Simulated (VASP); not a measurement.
**Cd: single point with LDA**

The system is Cd.

```
Cd
1.0
     2.88629    0.00000    0.00000
    -1.44314    2.49960    0.00000
     0.00000    0.00000    5.44305
Cd
2
Direct
  0.33333 0.66667 0.25000
  0.66667 0.33333 0.75000
```

This cell differs from its parent crystal: strained.

```yaml
Program: VASP 6.6.1
Task: single point
Functional: LDA
Potentials_or_basis: VASP PAW LDA potentials, release 64 (Cd)
Cutoff: 520 eV
k_mesh: 18 × 18 × 8
Occupations: gaussian, width 0.1 eV
Spin: no spin polarisation
```

```
Pressure               : 2.4 GPa
Band gap on the k mesh : zero (bands 12 and 13 overlap by 4.62 eV)
```

Stress tensor (GPa, compression positive):
```
2.61 0.00 0.00
0.00 2.61 0.00
0.00 0.00 1.89
```

Levels at points of the mesh, in eV from the Fermi level:
| k point | band 9 | band 10 | band 11 | band 12 | band 13 | band 14 | band 15 | band 16 |
| --- | --- | --- | --- | --- | --- | --- | --- | --- |
| (0.00, 0.00, 0.00) | -8.96 | -8.65 | -8.65 | -3.63 | -3.12 | 10.94 | 14.81 | 15.70 |
| (0.50, 0.00, 0.00) | -8.34 | -8.31 | -2.75 | -2.02 | 2.00 | 2.96 | 3.52 | 5.46 |
| (0.00, 0.00, 0.50) | -8.79 | -8.79 | -8.06 | -8.06 | 3.84 | 3.84 | 15.14 | 15.14 |
| (0.50, 0.00, 0.50) | -8.32 | -8.32 | -1.96 | -1.96 | 0.16 | 0.16 | 8.37 | 8.37 |

Wall time 110 s on 1 thread of Intel Xeon 8259CL, with other jobs on the host, peak memory 0.23 GiB.

Caveat: the cell differs from its parent crystal (strained).
